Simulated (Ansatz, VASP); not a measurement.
# One calculation of MgO, two programs

INCAR

```
PREC = Accurate
ENCUT = 520
EDIFF = 1E-6
ISMEAR = 0
SIGMA = 0.05
LREAL = False
LASPH = True
NELM = 100
ALGO = Normal
ISIF = 2
LWAVE = False
LCHARG = False
GGA = PS
NBANDS = 11
```

Contents of KPOINTS:

```
regular mesh
0
Gamma
  10 10 10
```

The input POSCAR:

```
MgO
1.0
    0.0000000000      1.8158067584      1.8158067584
    1.8158067584      0.0000000000      1.8158067584
    1.8158067584      1.8158067584      0.0000000000
Mg O
1 1
Direct
    0.0000000000      0.0000000000      0.0000000000
    0.5000000000      0.5000000000      0.5000000000
```

Input for Ansatz:

```yaml
crystal:
  lattice:
    - [0.0, 1.8158067584, 1.8158067584]
    - [1.8158067584, 0.0, 1.8158067584]
    - [1.8158067584, 1.8158067584, 0.0]
  atoms:
    - { symbol: Mg, position: [0.0, 0.0, 0.0] }
    - { symbol: O, position: [0.5, 0.5, 0.5] }
basis:
  ecutwfc: 420
  ecutrho_ratio: 4
kpoints:
  mp_grid: { grid: [10, 10, 10] }
hamiltonian:
  xc: pbesol
scf:
  occupations: { method: gaussian, width: 0.05 }
output:
  forces: true
  stress: true
  eigenvalues: true
```

Alike in both runs: task single point; functional PBEsol; k mesh 10 × 10 × 10; occupations gaussian, width 0.05 eV; no spin polarisation.

```csv
,VASP,Ansatz
version,VASP 6.6.1,Ansatz 0.2.0
potentials or method,"VASP PAW PBE potentials, release 64 (Mg, O), cutoff 520 eV","scalar-relativistic, plane waves, PAW"
valence electrons in the cell,8,16
```

|  | VASP | Ansatz | Ansatz less VASP |
| --- | --- | --- | --- |
| gap on the k mesh at the Fermi level (eV) | 8.91 | 8.98 | +0.066 |
| least direct gap on the mesh (eV) | 10.31 | 10.26 | -0.045 |

VASP's potentials were made for PBE, not for PBEsol. VASP's potentials hold 8 valence electrons a cell and Ansatz's 16, so a difference there can come from the potentials and not from the codes.
